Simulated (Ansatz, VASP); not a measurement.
**C in VASP and in Ansatz**

```xyz
16
Lattice="-2.5180 0.0000 0.0000 -1.2590 -2.1807 0.0000 -0.7554 0.0000 16.6092" Properties=species:S:1:pos:R:3 pbc="T T T"
C     0.0000    0.0000   11.1528
C     0.0000    0.0000    2.8482
C    -1.2590   -2.1807   15.3051
C    -1.2590   -2.1807    7.0005
C     0.0000    0.0000   13.7610
C     0.0000    0.0000    5.4564
C    -1.2590   -2.1807    1.3041
C    -1.2590   -2.1807    9.6087
C    -1.2590   -0.7269   11.6723
C    -1.2590   -0.7269    3.3677
C    -2.5180   -1.4538   15.8246
C    -2.5180   -1.4538    7.5200
C    -1.2590   -0.7269   13.2414
C    -1.2590   -0.7269    4.9368
C    -2.5180   -1.4538    0.7845
C    -2.5180   -1.4538    9.0891
```

Alike in both runs: task single point; functional PBE; k mesh 10 × 10 × 2; occupations gaussian, width 0.05 eV; no spin polarisation.

|  | VASP | Ansatz |
| --- | --- | --- |
| version | VASP 6.6.1 | Ansatz 0.2.0 |
| potentials or method | VASP PAW PBE potentials, release 64 (C), cutoff 520 eV | scalar-relativistic, plane waves, PAW |
| valence electrons in the cell | 64 | 64 |

Ansatz gave:

| Quantity | Value |
| --- | --- |
| gap on the k mesh at the Fermi level (eV) | 2.61 |
| least direct gap on the mesh (eV) | 4.93 |
| pressure (GPa) | 0.6 |
| traceless stress, the component that is largest in VASP (GPa) | 17.67 |
| rms of the force components (eV/Å) | 0.927 |

Which values does VASP return?

gap on the k mesh at the Fermi level (eV): 2.61; least direct gap on the mesh (eV): 4.93; pressure (GPa): 1.2; traceless stress, the component that is largest in VASP (GPa): 17.62; rms of the force components (eV/Å): 0.924.

Atom by atom the forces differ by 0.006 eV/Å (rms over components).
